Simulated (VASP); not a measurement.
A run of VASP 6.6.1 is set up as follows.

The input INCAR:

```
SYSTEM = GaAs
PREC     = Accurate       ! precision mode
ENCUT    = 600            ! plane-wave cutoff, eV
EDIFF    = 1E-8           ! SCF threshold, eV
ISMEAR   = -1             ! smearing method
SIGMA    = 0.15           ! smearing width, eV
LREAL    = .False.        ! projectors in reciprocal space
LASPH    = .True.         ! aspherical terms in the spheres
NELM     = 80             ! most SCF steps
ALGO     = Normal         ! electronic algorithm
ISIF     = 3              ! what is computed and relaxed
LWAVE    = .False.        ! write WAVECAR
LCHARG   = .False.        ! write CHGCAR
GGA      = PE             ! functional
IBRION   = 6              ! ionic algorithm
NFREE    = 2            
POTIM    = 0.015          ! step
NSW      = 1              ! ionic steps
```

The input KPOINTS:

```
Automatic mesh
0
Gamma
  10 10 10
  0 0 0
```

POSCAR

```
GaAs
1.0
    0.0000000000      2.8719000000      2.8719000000
    2.8719000000      0.0000000000      2.8719000000
    2.8719000000      2.8719000000      0.0000000000
Ga As
1 1
Direct
    0.0000000000      0.0000000000      0.0000000000
    0.2500000000      0.2500000000      0.2500000000
```

Potentials or basis: VASP PAW PBE potentials, release 64 (Ga_d, As).

The run is started by

```bash
$ cat potpaw_PBE.64/Ga_d/POTCAR potpaw_PBE.64/As/POTCAR > POTCAR
$ mpirun -np 1 vasp_std > vasp.out
```

Question: Predict the elastic constants C11, C12, C44.

Answer: 99, 42, 51 GPa.

Question: What does it give for the Voigt bulk modulus?

Answer: 61 GPa.

Question: What does it give for the highest phonon frequency at Γ, LO-TO splitting left out?

Answer: 252 cm⁻¹.

Phonon frequencies in cm⁻¹ (negative: imaginary):
| q point | frequencies |
| --- | --- |
| (0.000, 0.000, 0.000) | 0 0 0 252 252 252 |
